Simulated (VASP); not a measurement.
Write the native input for VASP 6.6.1 that does the following.

| Quantity | Value |
| --- | --- |
| Task | single point |
| Functional | RPBE |
| Potentials or basis | VASP PAW PBE potentials, release 64 (B, P) |
| Cutoff | 500 eV |
| k mesh | 7 × 7 × 7 |
| Occupations | fermi-dirac, width 0.02 eV |
| Spin | no spin polarisation |
| Dipole correction | no |
| Further INCAR settings | ALGO = Normal; EDIFF = 1e-06; NBANDS = 11 |

The structure of BP lies in POSCAR:

```
BP
1.0
    0.0000000000      2.3143800000      2.1808919646
    2.3143800000      0.0000000000      2.1808919646
    2.3143800000      2.3143800000      0.0000000000
B P
1 1
Direct
    0.0000000000      0.0000000000      0.0000000000
    0.2500000000      0.2500000000      0.2500000000
```

The input as run:

INCAR

```
PREC     = Accurate       # precision mode
ENCUT    = 500            # plane-wave cutoff, eV
EDIFF    = 1E-6           # SCF threshold, eV
ISMEAR   = -1             # smearing method
SIGMA    = 0.02           # smearing width, eV
LREAL    = False          # projectors in reciprocal space
LASPH    = True           # aspherical terms in the spheres
NELM     = 120            # most SCF steps
ALGO     = Normal         # electronic algorithm
ISIF     = 2              # what is computed and relaxed
LWAVE    = False          # write WAVECAR
LCHARG   = False          # write CHGCAR
GGA      = RP             # functional
NBANDS   = 11             # bands
GGA_COMPAT= False
```

KPOINTS

```
regular mesh
0
Gamma
  7 7 7
```

Potentials or basis: VASP PAW PBE potentials, release 64 (B, P).

Run with:

```sh
$ cat potpaw_PBE.64/B/POTCAR potpaw_PBE.64/P/POTCAR > POTCAR
$ mpirun -np 1 vasp_std > vasp.out
```

Results of the run:

- Pressure: 3.5 GPa
- Band gap on the k mesh: 0.38 eV, indirect (least direct gap 2.82 eV)

Caveat: the PAW data sets were made with another functional, which shifts forces and pressure a little.

It took 11 s on 1 thread of Intel Xeon 8259CL, on a shared host, peak memory 0.14 GiB.
